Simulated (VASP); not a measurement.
# Os (P6/mmm) in VASP: notebook

Os is run at these levels: RPBE; tasks: single point, relaxation of cell and atoms.

All numbers are computed with VASP 6.6.1; they aren't measurements. Logs are shortened: lines on timing, memory, paths and dates and some standing lists are left out, and cuts for length are marked.

**1. The cell of the first run**

Symmetry: P6/mmm, No. 191, hexagonal system. Conventional cell: a = 4.505 Å, b = 4.505 Å, c = 2.837 Å, α = 90.00°, β = 90.00°, γ = 120.00°. Within 3.7 Å of Os (site symmetry 6/mmm) lie 14 Os at 2.84 to 2.96 Å. Within 3.4 Å of Os (site symmetry -6m2) lie 11 Os at 2.60 to 2.96 Å.

This isn't the form of Os at room conditions, which is hcp.

**2. Single point, RPBE (16.62 Å³/atom)**

Contents of INCAR:

```
SYSTEM = Os
PREC     = Accurate       ! precision mode
ENCUT    = 520            ! plane-wave cutoff, eV
EDIFF    = 1E-6           ! SCF threshold, eV
ISMEAR   = -1             ! smearing method
SIGMA    = 0.1            ! smearing width, eV
LREAL    = .FALSE.        ! projectors in reciprocal space
LASPH    = .TRUE.         ! aspherical terms in the spheres
NELM     = 80             ! most SCF steps
ALGO     = Normal         ! electronic algorithm
ISIF     = 2              ! what is computed and relaxed
LWAVE    = .FALSE.        ! write WAVECAR
LCHARG   = .FALSE.        ! write CHGCAR
GGA      = RP             ! functional
NBANDS   = 19             ! bands
```

Contents of KPOINTS:

```
Automatic mesh
0
G
  10 10 13
  0 0 0
```

Contents of POSCAR:

```
Os
1.0
    4.5052312458      0.0000000000      0.0000000000
   -2.2526156229      3.9016447088      0.0000000000
    0.0000000000      0.0000000000      2.8370137986
Os
3
Direct
    1.0000000000      1.0000000000      1.0000000000
    0.3333333333      0.6666666667      0.5000000000
    0.6666666667      0.3333333333      0.5000000000
```

Potentials or basis: VASP PAW PBE potentials, release 64 (Os).

Started as:

```console
cat potpaw_PBE.64/Os/POTCAR > POTCAR
mpirun -np 1 vasp_std > vasp.out
```

OUTCAR:

```text
SYSTEM = Os
   PREC = Accurate
   ENCUT = 520
   EDIFF = 1E-6
   ISMEAR = -1
   LREAL = .FALSE.
   LASPH = .TRUE.
   NELM = 80
   ISIF = 2
   GGA = RP

 ion  position               nearest neighbor table
   1  0.000  0.000  0.000-   2 2.96   3 2.96   2 2.96   3 2.96   3 2.96   3 2.96   2 2.96   2 2.96
                             3 2.96   3 2.96   2 2.96   2 2.96
   2  0.333  0.667  0.500-   3 2.60   3 2.60   3 2.60   1 2.96   1 2.96   1 2.96   1 2.96   1 2.96
                             1 2.96
   3  0.667  0.333  0.500-   2 2.60   2 2.60   2 2.60   1 2.96   1 2.96   1 2.96   1 2.96   1 2.96
                             1 2.96

  LATTYP: Found a hexagonal cell.
 ALAT       =     4.5052312458
 C/A-ratio  =     0.6297154672

  Lattice vectors:

 A1 = (   4.5052312458,   0.0000000000,   0.0000000000)
 A2 = (  -2.2526156229,   3.9016447088,   0.0000000000)
 A3 = (   0.0000000000,   0.0000000000,   2.8370137986)

Analysis of symmetry for initial positions (statically):
=====================================================================
 Subroutine PRICEL returns:
 Original cell was already a primitive cell.

 Routine SETGRP: Setting up the symmetry group for a
 hexagonal supercell.

 Subroutine GETGRP returns: Found 24 space group operations
 (whereof 24 operations were pure point group operations)
 out of a pool of 24 trial point group operations.

The static configuration has the point symmetry D_6h.

Analysis of symmetry for dynamics (positions and initial velocities):
=====================================================================
 Subroutine PRICEL returns:
 Original cell was already a primitive cell.

 Routine SETGRP: Setting up the symmetry group for a
 hexagonal supercell.

 Subroutine GETGRP returns: Found 24 space group operations
 (whereof 24 operations were pure point group operations)
 out of a pool of 24 trial point group operations.

The dynamic configuration has the point symmetry D_6h.

 Subroutine INISYM returns: Found 24 space group operations
 (whereof 24 operations are pure point group operations),
 and found     1 'primitive' translations

----------------------------------------------------------------------------------------

                                     Primitive cell

  volume of cell :      49.8685

  direct lattice vectors                    reciprocal lattice vectors
     4.505231246  0.000000000  0.000000000     0.221964189  0.128151084  0.000000000
    -2.252615623  3.901644709  0.000000000     0.000000000  0.256302169  0.000000000
     0.000000000  0.000000000  2.837013799     0.000000000  0.000000000  0.352483305

  length of vectors
     4.505231246  4.505231246  2.837013799     0.256302169  0.256302169  0.352483305

  position of ions in fractional coordinates (direct lattice)
     0.000000000  0.000000000  0.000000000
     0.333333333  0.666666667  0.500000000
     0.666666667  0.333333333  0.500000000

  ion indices of the primitive-cell ions
   primitive index   ion index
                 1           1
                 2           2
                 3           3

----------------------------------------------------------------------------------------

 KPOINTS: Automatic mesh

Automatic generation of k-mesh.
 Grid dimensions read from file:
 generate k-points for:   10   10   13

 Generating k-lattice:

  Cartesian coordinates                     Fractional coordinates (reciprocal lattice)
     0.022196419  0.012815108  0.000000000     0.100000000  0.000000000  0.000000000
     0.000000000  0.025630217  0.000000000     0.000000000  0.100000000  0.000000000
     0.000000000  0.000000000  0.027114100     0.000000000  0.000000000  0.076923077

  Length of vectors
     0.025630217  0.025630217  0.027114100

  Shift w.r.t. Gamma in fractional coordinates (k-lattice)
     0.000000000  0.000000000  0.000000000

 Subroutine IBZKPT returns following result:
 ===========================================

 Found     98 irreducible k-points:

 Following reciprocal coordinates:
            Coordinates               Weight
  0.000000  0.000000  0.000000      1.000000
  0.100000  0.000000  0.000000      6.000000
  0.200000  0.000000  0.000000      6.000000
  0.300000  0.000000  0.000000      6.000000
  0.400000  0.000000  0.000000      6.000000
  0.500000  0.000000  0.000000      3.000000
[... 16 lines left out ...]
  0.300000  0.100000  0.076923     24.000000
  0.400000  0.100000  0.076923     24.000000
 [... further k-points ...]
   k-points           NKPTS =     98   k-points in BZ     NKDIM =     98   number of bands    NBANDS=     19
   number of dos      NEDOS =    301   number of ions     NIONS =      3
   total plane-waves  NPLWV =  31104
   dimension x,y,z NGX =    36 NGY =   36 NGZ =   24
   dimension x,y,z NGXF=    72 NGYF=   72 NGZF=   48
   ions per type =               3
   NGX,Y,Z   is equivalent  to a cutoff of  13.28, 13.28, 14.06 a.u.
   NGXF,Y,Z  is equivalent  to a cutoff of  26.57, 26.57, 28.13 a.u.
 SYSTEM =  Os
   PREC   = accura    normal or accurate (medium, high low for compatibility)
   ISTART =      0    job   : 0-new  1-cont  2-samecut
   ICHARG =      2    charge: 1-file 2-atom 10-const
   ISPIN  =      1    spin polarized calculation?
   LNONCOLLINEAR =      F non collinear calculations
   LSORBIT =      F    spin-orbit coupling
   LASPH  =      T    aspherical Exc in radial PAW
   ENCUT  =  520.0 eV  38.22 Ry    6.18 a.u.   8.38  8.38  5.27*2*pi/ulx,y,z
   NELM   =     80;   NELMIN=  2; NELMDL= -5     # of ELM steps
   EDIFF  = 0.1E-05   stopping-criterion for ELM
   LREAL  =      F    real-space projection
   EDIFFG = 0.1E-04   stopping-criterion for IOM
   NSW    =      0    number of steps for IOM
   IBRION =     -1    ionic relax: 0-MD 1-quasi-New 2-CG
   NFREE  =      0    steps in history (QN), initial steepest desc. (CG)
   ISIF   =      2    stress and relaxation
   ISYM   =      2    0-nonsym 1-usesym 2-fastsym
   POTIM  = 0.5000    time-step for ionic-motion
   TEBEG  =    0.0;   TEEND  =   0.0 temperature during run
   PSTRESS=    0.0 pullay stress
   NELECT =      24.0000    total number of electrons
   NUPDOWN=      -1.0000    fix difference up-down
   EMIN   =  10.00;   EMAX   =-10.00  energy-range for DOS
   EFERMI =   0.00;   METHOD = LEGACY
   ISMEAR =    -1;   SIGMA  =   0.10  broadening in eV -4-tet -1-fermi 0-gaus
   EFERMI_NEDOS =   21; number of points for ismear=-14 and -15
   IALGO  =     38    algorithm
   IMIX   =      4    mixing-type and parameters
     AMIX     =   0.40;   BMIX     =  1.00
     AMIX_MAG =   1.60;   BMIX_MAG =  1.00
  volume/ion in A,a.u.               =      16.62       112.18
  Fermi-wavevector in a.u.,A,eV,Ry     =   1.282931  2.424387 22.393977  1.645911
  Thomas-Fermi vector in A             =   2.415213
   LORBIT       =      0    0 simple, 1 ext, 2 COOP (PROOUT), +10 PAW based schemes
   GGA     = RP    functional components
   LHFCALC =     F    Hartree Fock is set to
   AEXX    =    0.0000 exact exchange contribution
   IVDW    =     0    specifies the selected vdW correction
   LEPSILON=     F    determine dielectric tensor
   LRPA    =     F    only Hartree local field effects (RPA)
 non-spin polarized calculation
  energy-cutoff  :      520.00
  volume of cell :       49.87
 maximum number of plane-waves:      1366
 NGX is ok and might be reduce to    36
   NGX = 17   NGY = 17   NGZ = 11

 number of electron      24.0000002 magnetization

 Free energy of the ion-electron system (eV)
  ---------------------------------------------------
  ext. energy  EPLUGINS =         0.00000000
  ---------------------------------------------------
  free energy    TOTEN  =       -30.24175366 eV

  energy without entropy =      -30.14442731  energy(sigma->0) =      -30.19309049

 E-fermi :   7.2739     XC(G=0): -13.0176

 val. band max:        7.2727958707   @ k =   0.4000   0.2000   0.2308
 cond. band min:       7.2753722995   @ k =   0.1000   0.1000   0.1538
 fundamental gap:      0.0025764288
 Fermi energy:         7.2739351157

 k-point     1 :       0.0000    0.0000    0.0000
  band No.  band energies     occupation
      1      -2.2724      2.00000
      2       1.5627      2.00000
      3       3.6734      2.00000
      4       3.7977      2.00000
      5       3.7977      2.00000
      6       3.8735      2.00000
[... 11 lines left out ...]
     18      14.6946      0.00000
     19      15.6772      0.00000

 k-point     2 :       0.1000    0.0000    0.0000
  band No.  band energies     occupation
      1      -2.1299      2.00000
      2       1.6059      2.00000
      3       3.0539      2.00000
      4       3.4417      2.00000
      5       3.5304      2.00000
      6       4.1955      2.00000
[... 11 lines left out ...]
     18      14.0749      0.00000
     19      14.1330      0.00000

 k-point     3 :       0.2000    0.0000    0.0000
  band No.  band energies     occupation
      1      -1.7150      2.00000
      2       1.6552      2.00000
      3       2.3644      2.00000
      4       3.0724      2.00000
      5       3.2138      2.00000
      6       4.2045      2.00000
[... 11 lines left out ...]
     18      12.6343      0.00000
     19      14.0916      0.00000

 k-point     4 :       0.3000    0.0000    0.0000
  band No.  band energies     occupation
      1      -1.0676      2.00000
      2       1.3621      2.00000
      3       2.0506      2.00000
      4       2.7043      2.00000
      5       3.1336      2.00000
      6       3.9999      2.00000
[... 11 lines left out ...]
     18      11.2196      0.00000
     19      14.4064      0.00000

 k-point     5 :       0.4000    0.0000    0.0000
  band No.  band energies     occupation
      1      -0.2604      2.00000
      2       0.9830      2.00000
      3       1.4991      2.00000
      4       2.8591      2.00000
      5       3.1576      2.00000
      6       3.6581      2.00000
[... 11 lines left out ...]
     18       9.9666      0.00000
     19      14.6412      0.00000

 k-point     6 :       0.5000    0.0000    0.0000
  band No.  band energies     occupation
      1       0.4757      2.00000
      2       0.7133      2.00000
      3       0.9536      2.00000
      4       3.1909      2.00000
      5       3.2430      2.00000
      6       3.2523      2.00000
[... 11 lines left out ...]
     18       9.2861      0.00000
     19      14.7289      0.00000

 k-point     7 :       0.1000    0.1000    0.0000
  band No.  band energies     occupation
      1      -1.8514      2.00000
      2       1.6601      2.00000
      3       2.6341      2.00000
      4       2.7935      2.00000
      5       3.6471      2.00000
      6       4.2000      2.00000
[... 11 lines left out ...]
     18      12.7123      0.00000
     19      14.4498      0.00000

 k-point     8 :       0.2000    0.1000    0.0000
  band No.  band energies     occupation
      1      -1.3229      2.00000
      2       1.5454      2.00000
      3       2.1016      2.00000
      4       2.5553      2.00000
      5       3.4702      2.00000
      6       4.1799      2.00000
[... 256 lines left out ...]
 k-point    20 :       0.5000    0.0000    0.0769
  band No.  band energies     occupation
      1       0.6116      2.00000
      2       0.8362      2.00000
      3       1.0652      2.00000
      4       3.1654      2.00000
      5       3.2835      2.00000
      6       3.3714      2.00000
[... 11 lines left out ...]
     18       9.2918      0.00000
     19      14.6811      0.00000

 k-point    21 :       0.1000    0.1000    0.0769
  band No.  band energies     occupation
      1      -1.7047      2.00000
      2       1.8291      2.00000
      3       2.6696      2.00000
      4       2.7534      2.00000
      5       3.7173      2.00000
      6       4.0793      2.00000
[... 11 lines left out ...]
     18      12.8169      0.00000
     19      14.4216      0.00000

 k-point    22 :       0.2000    0.1000    0.0769
  band No.  band energies     occupation
      1      -1.1815      2.00000
      2       1.6871      2.00000
      3       2.1934      2.00000
      4       2.5616      2.00000
      5       3.5093      2.00000
      6       4.2113      2.00000
[... 11 lines left out ...]
     18      11.6391      0.00000
     19      14.8340      0.00000

 k-point    23 :       0.3000    0.1000    0.0769
  band No.  band energies     occupation
      1      -0.4706      2.00000
      2       1.2542      2.00000
      3       1.8032      2.00000
      4       2.7575      2.00000
      5       3.3360      2.00000
      6       3.9901      2.00000
[... 11 lines left out ...]
     18      10.5184      0.00000
     19      15.0907      0.00000

 k-point    24 :       0.4000    0.1000    0.0769
  band No.  band energies     occupation
      1       0.3143      2.00000
      2       0.9598      2.00000
      3       1.2408      2.00000
      4       3.1348      2.00000
      5       3.2694      2.00000
      6       3.5978      2.00000
[... 11 lines left out ...]
     18       9.5540      0.00000
     19      15.2299      0.00000

 [... further k-points ...]

------------------------ aborting loop because EDIFF is reached ----------------------------------------

  FORCE on cell =-STRESS in cart. coord.  units (eV):
  Direction    XX          YY          ZZ          XY          YZ          ZX
  --------------------------------------------------------------------------------------
  -------------------------------------------------------------------------------------
  Total      -10.3102710    -10.3102710     -8.6495188      0.0000000     -0.0000000      0.0000000
  in kB     -331.2488718   -331.2488718   -277.8921481      0.0000000     -0.0000000      0.0000000
  external PRESSURE =    -313.4632972 kB  Pullay stress =       0.0000000 kB

 VOLUME and BASIS-vectors are now :
 -----------------------------------------------------------------------------
  energy-cutoff  :      520.00
  volume of cell :       49.87
      direct lattice vectors                 reciprocal lattice vectors
     4.505231246  0.000000000  0.000000000     0.221964189  0.128151084  0.000000000
    -2.252615623  3.901644709  0.000000000     0.000000000  0.256302169  0.000000000
     0.000000000  0.000000000  2.837013799     0.000000000  0.000000000  0.352483305

 POSITION                                       TOTAL-FORCE (eV/Angst)
 -----------------------------------------------------------------------------------
      0.00000      0.00000      0.00000         0.000000      0.000000      0.000000
     -0.00000      2.60110      1.41851         0.000000      0.000000     -0.000000
      2.25262      1.30055      1.41851        -0.000000     -0.000000      0.000000
 -----------------------------------------------------------------------------------
    total drift:                                0.000000      0.000000     -0.000000

  FREE ENERGIE OF THE ION-ELECTRON SYSTEM (eV)
  ---------------------------------------------------
  free  energy   TOTEN  =       -30.2417536630 eV

  energy  without entropy=      -30.1444273118  energy(sigma->0) =      -30.19309049
```

It took 2.2 min on 1 thread of Intel Xeon 8259CL, shared host; peak memory 0.23 GiB.

Results:

* Free energy: -30.2418 eV
* Pressure: -31.3 GPa
* Band gap on the k mesh: zero (bands 12 and 13 overlap by 2.01 eV)

Caveat: the stress differs along the axes, from -33 to -28 GPa; the PAW data sets were made with another functional, which shifts forces and pressure a little; spin-orbit coupling is left out, which moves the levels of the heavy elements.

**3. Single point, RPBE**

This run uses another cell than the first one, of 14.84 Å³/atom.

Contents of INCAR:

```
SYSTEM = Os
PREC = Accurate
ENCUT = 520
EDIFF = 1E-7
ISMEAR = -1
SIGMA = 0.1
LREAL = .FALSE.
LASPH = .TRUE.
NELM = 60
ALGO = Normal
ISIF = 2
LWAVE = .FALSE.
LCHARG = .FALSE.
GGA = RP
NBANDS = 19
```

Contents of KPOINTS:

```
Automatic mesh
0
G
  11 11 15
  0 0 0
```

Contents of POSCAR:

```
Os
1.0
    4.3382150826      0.0000000000      0.0000000000
   -2.1691075413      3.7570044686      0.0000000000
    0.0000000000      0.0000000000      2.7318411374
Os
3
Direct
    1.0000000000      1.0000000000      1.0000000000
    0.3333333333      0.6666666667      0.5000000000
    0.6666666667      0.3333333333      0.5000000000
```

Potentials or basis: VASP PAW PBE potentials, release 64 (Os).

Started as:

```console
cat potpaw_PBE.64/Os/POTCAR > POTCAR
mpirun -np 1 vasp_std > vasp.out
```

It took 1.8 min on 1 thread of Intel Xeon 8259CL, shared host; peak memory 0.22 GiB.

The run converged. Its results:

```yaml
Free_energy: -30.8226 eV
Pressure: -0.4 GPa
Band_gap_on_the_k_mesh: zero (bands 12 and 13 overlap by 2.49 eV)
```

Stress tensor (GPa, compression positive):
```
-0.59  0.00  0.00
 0.00 -0.59  0.00
 0.00  0.00 -0.12
```

Levels at points of the mesh, in eV from the Fermi level:
```tsv
k point	band 10	band 11	band 12	band 13	band 14	band 15
(0.00, 0.00, 0.00)	-2.32	-1.54	-1.54	-1.47	-1.47	2.24
```

Caveat: the PAW data sets were made with another functional, which shifts forces and pressure a little; spin-orbit coupling is left out, which moves the levels of the heavy elements.

**4. Relaxation of cell and atoms, RPBE**

This run uses another cell than the first one, of 13.99 Å³/atom.

Contents of INCAR:

```
PREC = Accurate
ENCUT = 600
EDIFF = 1E-6
ISMEAR = -1
SIGMA = 0.1
LREAL = False
LASPH = True
NELM = 60
ALGO = Normal
ISIF = 3
LWAVE = False
LCHARG = False
GGA = RP
IBRION = 2
NSW = 80
EDIFFG = -0.01
```

Contents of KPOINTS:

```
Automatic mesh
0
Gamma
  9 9 12
```

Contents of POSCAR:

```
Os
1.0
    4.2920416892      0.0000000000      0.0000000000
   -2.1460208446      3.7170171370      0.0000000000
    0.0000000000      0.0000000000      2.6310215555
Os
3
Direct
    0.0000000000      0.0000000000      0.0000000000
    0.3333333333      0.6666666667      0.5000000000
    0.6666666667      0.3333333333      0.5000000000
```

Started as:

```console
cat potpaw_PBE.64/Os/POTCAR > POTCAR
mpirun -np 1 vasp_std > vasp.out
```

Run time: 11 min. Hardware: 1 thread of Intel Xeon 8259CL, shared host; peak memory 0.23 GiB.

It converged, with:

```yaml
Free_energy: -30.8243 eV
Relaxed_volume: 14.83 Å³/atom
Relaxed_cell: a = 4.336 Å, b = 4.336 Å, c = 2.731 Å, α = 90.00°, β = 90.00°, γ = 120.00°
Space_group_after_relaxing_to_0.1_Å: P6/mmm (No. 191)
Pressure_after_relaxing: 0.0 GPa
Band_gap_on_the_k_mesh: zero (bands 12 and 13 overlap by 2.77 eV)
```

Final structure:
```cif
data_structure
_symmetry_space_group_name_H-M 'P 1'
_symmetry_Int_Tables_number 1
_cell_length_a 4.3362
_cell_length_b 4.3362
_cell_length_c 2.7314
_cell_angle_alpha 90.000
_cell_angle_beta 90.000
_cell_angle_gamma 120.000
_cell_volume 44.48
loop_
_atom_site_label
_atom_site_type_symbol
_atom_site_fract_x
_atom_site_fract_y
_atom_site_fract_z
_atom_site_occupancy
Os1 Os 0.00000 0.00000 0.00000 1
Os2 Os 0.33333 0.66667 0.50000 1
Os3 Os 0.66667 0.33333 0.50000 1
```

Levels at points of the mesh, in eV from the Fermi level:
```tsv
k point	band 10	band 11	band 12	band 13	band 14	band 15
(0.00, 0.00, 0.00)	-2.33	-1.54	-1.54	-1.48	-1.48	2.24
(0.00, 0.00, 0.50)	-2.25	0.95	0.95	1.83	1.83	3.17
```

Caveat: the PAW data sets were made with another functional, which shifts forces and pressure a little; spin-orbit coupling is left out, which moves the levels of the heavy elements.

**5. Summary**

| task | cell | k mesh | cutoff (eV) | gap on the mesh (eV) | pressure (GPa) |
| --- | --- | --- | --- | --- | --- |
| single point | a = 4.505, b = 4.505, c = 2.837 Å, angles 90.0, 90.0, 120.0°, 3 atoms | 10 × 10 × 13 | 520 | none | -31.3 |
| single point | a = 4.338, b = 4.338, c = 2.732 Å, angles 90.0, 90.0, 120.0°, 3 atoms | 11 × 11 × 15 | 520 | none | -0.4 |
| relaxation of cell and atoms | relaxed from a = 4.292, b = 4.292, c = 2.631 Å, angles 90.0, 90.0, 120.0°, 3 atoms | 9 × 9 × 12 | 600 | none | 0.0 |

Alike in all rows: level RPBE; potentials or basis VASP PAW PBE potentials, release 64 (Os); no spin polarisation; smearing fermi-dirac 0.1 eV.

Caveats: the PAW data sets were made with another functional, which shifts forces and pressure a little; spin-orbit coupling is left out, which moves the levels of the heavy elements; the stress differs along the axes, from -33 to -28 GPa (at least some runs).

Absolute energies hang on the potentials; compare differences alone.
